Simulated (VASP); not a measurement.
Input of a VASP 6.6.1 run:

INCAR

```
SYSTEM = NaCl
PREC = Accurate
ENCUT = 500
EDIFF = 1E-6
ISMEAR = 0
SIGMA = 0.01
LREAL = .False.
LASPH = .True.
NELM = 120
ALGO = Normal
ISIF = 2
LWAVE = .False.
LCHARG = .False.
GGA = PE
NBANDS = 14
GGA_COMPAT = .False.
```

File KPOINTS:

```
Automatic mesh
0
Gamma
  4 4 4
  0 0 0
```

File POSCAR:

```
NaCl
1.0
    0.0000000000      2.8100000000      2.8100000000
    2.8100000000      0.0000000000      2.8100000000
    2.8100000000      2.8100000000      0.0000000000
Na Cl
1 1
Direct
   -0.0013432764     -0.0038660545      0.0015794876
    0.5008711315      0.5025071824      0.4989756770
```

Potentials or basis: VASP PAW PBE potentials, release 64 (Na_pv, Cl).

The run is started by

```bash
$ cat potpaw_PBE.64/Na_pv/POTCAR potpaw_PBE.64/Cl/POTCAR > POTCAR
$ mpirun -np 1 vasp_std > vasp.out
```

(1) What does it give for the largest force?

(2) What does it give for the pressure?

(3) Estimate the band gap on the k mesh.

## Answers

(1) 0.038 eV/Å.

(2) 1.0 GPa.

(3) 5.15 eV, direct.

Caveat: the k points lie up to 0.48 Å⁻¹ apart.
